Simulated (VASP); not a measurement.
## Ca2Cu5: single point with PBE

Ca2Cu5:

```
Ca Cu
1.0
     0.00000    4.48223    4.48223
     4.48223    0.00000    4.48223
     4.48223    4.48223    0.00000
Ca Cu
2 5
Direct
  0.75000 0.75000 0.75000
  0.25000 0.25000 0.25000
  0.59122 0.22633 0.59122
  0.59122 0.59122 0.59122
  0.22633 0.59122 0.59122
  0.59122 0.59122 0.22633
  0.00000 0.00000 0.00000
```

The cell was generated, and may not be a known phase.

```json
{
  "Program": "VASP 6.6.1",
  "Task": "single point",
  "Functional": "PBE",
  "Potentials or basis": "VASP PAW PBE potentials, release 64 (Ca_sv, Cu)",
  "Cutoff": "520 eV",
  "k mesh": "8 × 8 × 8",
  "Occupations": "gaussian, width 0.1 eV",
  "Spin": "no spin polarisation"
}
```

```yaml
Pressure: 0.2 GPa
Largest_force: 0.003 eV/Å
Band_gap_on_the_k_mesh: zero (an odd number of electrons rules out a gap without spin polarisation)
```

Forces in eV/Å, atoms in the order of the input:
```
Ca   0.000  0.000  0.000
Ca   0.000  0.000  0.000
Cu  -0.002  0.002 -0.002
Cu   0.002  0.002  0.002
Cu   0.002 -0.002 -0.002
Cu  -0.002 -0.002  0.002
Cu   0.000  0.000  0.000
```

Levels at points of the mesh, in eV from the Fermi level:
| k point | band 36 | band 37 | band 38 | band 39 | band 40 | band 41 |
| --- | --- | --- | --- | --- | --- | --- |
| (0.00, 0.00, 0.00) | -0.64 | -0.64 | -0.64 | 1.14 | 1.14 | 1.58 |
| (0.50, 0.00, 0.00) | -0.35 | -0.35 | -0.02 | 0.72 | 0.72 | 0.86 |
| (0.50, 0.50, 0.00) | -1.25 | -0.90 | -0.90 | 0.22 | 2.06 | 2.29 |

Wall time 6.9 min on 1 thread of Intel(R) Xeon(R) 6975P-C (Granite Rapids) (shared host), peak memory 0.44 GiB.
